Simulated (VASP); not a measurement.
Input of a VASP 6.6.1 run:

Contents of INCAR:

```
PREC = Accurate
ENCUT = 520
EDIFF = 1E-6
ISMEAR = 0
SIGMA = 0.1
LREAL = F
LASPH = T
NELM = 80
ALGO = Normal
ISIF = 2
LWAVE = F
LCHARG = F
GGA = PE
NBANDS = 22
```

KPOINTS

```
regular mesh
0
Gamma
  6 6 2
```

Contents of POSCAR:

```
ScAl5
1.0
    2.8338751000      0.0000000000      0.0000000000
   -1.4169375500      2.4542078300      0.0000000000
    0.0000000000      0.0000000000     13.8830959900
Sc Al
1 5
Direct
    0.0000000000      0.0000000000      0.0000000000
    0.3333333300      0.6666666700      0.1666666700
    0.6666666700      0.3333333300      0.3333333300
    0.0000000000      0.0000000000      0.5000000000
    0.3333333300      0.6666666700      0.6666666700
    0.6666666700      0.3333333300      0.8333333300
```

Potentials or basis: VASP PAW PBE potentials, release 64 (Sc_sv, Al).

Command:

```bash
$ cat potpaw_PBE.64/Sc_sv/POTCAR potpaw_PBE.64/Al/POTCAR > POTCAR
$ mpirun -np 1 vasp_std > vasp.out
```

Q: What does it give for the band gap on the k mesh?

A: Zero (bands 13 and 14 overlap by 2.70 eV).

Q: Predict the largest force.

A: 0.791 eV/Å.

Forces on the atoms (eV/Å):
```
Sc   0.000  0.000  0.000
Al   0.000  0.000  0.791
Al   0.000  0.000  0.010
Al   0.000  0.000  0.000
Al   0.000  0.000 -0.010
Al   0.000  0.000 -0.791
```

Caveat: the k points lie up to 0.43 Å⁻¹ apart, too coarse for converged energies and pressures of a metal.
